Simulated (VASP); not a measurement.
The system is Na.

```
CELL_PARAMETERS angstrom
-2.10403 2.10403 2.10403
2.10403 -2.10403 2.10403
2.10403 2.10403 -2.10403
ATOMIC_POSITIONS crystal
Na 0.00000 0.00000 0.00000
```

Base run:

| Quantity | Value |
| --- | --- |
| Program | VASP 6.6.1 |
| Functional | RPBE |
| Potentials or basis | VASP PAW PBE potentials, release 64 (Na_pv) |
| Cutoff | 520 eV |
| k mesh | 12 × 12 × 12 |
| Occupations | fermi-dirac, width 0.05 eV |
| Spin | no spin polarisation |

Its results: pressure 0.5 GPa.

Q: The run is repeated on the same cell with these changes: functional from RPBE to PBEsol; cutoff from 520 eV to 400 eV; further incar settings from ALGO = Normal; EDIFF = 1e-06; NBANDS = 10 to ALGO = Normal; EDIFF = 1e-08; NBANDS = 10. What comes out?

A: Pressure -0.4 GPa.

Caveats: the PAW data sets were made with another functional, which shifts forces and pressure a little.
